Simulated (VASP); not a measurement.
Wanted: the native input for a VASP 6.6.1 run.

```yaml
Task: relaxation of cell and atoms
Functional: PBE
Potentials_or_basis: VASP PAW PBE potentials, release 64 (Pt, Se)
Cutoff: 600 eV
k_mesh: 12 × 12 × 7
Occupations: fermi-dirac, width 0.05 eV
Spin: no spin polarisation
Dipole_correction: no
Further_INCAR_settings: ALGO = Normal; EDIFF = 1e-06; IBRION = 2; EDIFFG = -0.005; NSW = 100; ISIF = 3
```

The structure of PtSe2 (CdI2 type) lies in POSCAR:

```
PtSe2
1.0
    3.5633102501      0.0000000000      0.0000000000
   -1.7816551250      3.0859171981      0.0000000000
    0.0000000000      0.0000000000      5.7012964001
Pt Se
1 2
Direct
    0.0000000000      0.0000000000      0.0000000000
    0.3333333333      0.6666666667      0.2500000000
    0.6666666667      0.3333333333      0.7500000000
```

These files were run (other wordings do the same):

INCAR

```
SYSTEM = PtSe2
ALGO = Normal
EDIFF = 1E-6
EDIFFG = -0.005
ENCUT = 600
GGA = PE
IBRION = 2
ISIF = 3
ISMEAR = -1
LASPH = .TRUE.
LCHARG = .FALSE.
LREAL = .FALSE.
LWAVE = .FALSE.
NELM = 60
NSW = 100
PREC = Accurate
SIGMA = 0.05
```

KPOINTS

```
k-points
0
G
  12 12 7
  0 0 0
```

Potentials or basis: VASP PAW PBE potentials, release 64 (Pt, Se).

Run with:

```console
$ cat potpaw_PBE.64/Pt/POTCAR potpaw_PBE.64/Se/POTCAR > POTCAR
$ mpirun -np 1 vasp_std > vasp.out
```

It gave:

* Relaxed volume: 25.82 Å³/atom
* Relaxed cell: a = 3.752 Å, b = 3.752 Å, c = 6.353 Å, α = 90.00°, β = 90.00°, γ = 120.00°
* Space group after relaxing (to 0.05 Å): P-3m1 (No. 164)
* Energy gained by relaxing: 86.2 meV/atom
* Ionic steps: 29
* Pressure after relaxing: 0.0 GPa
* Band gap on the k mesh: 0.75 eV, indirect (least direct gap 0.94 eV)

Caveat: the volume moved by over 15 % at a fixed basis, so the end points are rough; spin-orbit coupling is left out, which moves the levels of the heavy elements; this functional lacks dispersion, which binds the layers, so the pressure and a relaxed spacing across them are unreliable.

It took 18 min on 1 thread of Intel(R) Xeon(R) Platinum 8559C (Emerald Rapids), on a shared host, peak memory 0.3 GiB.
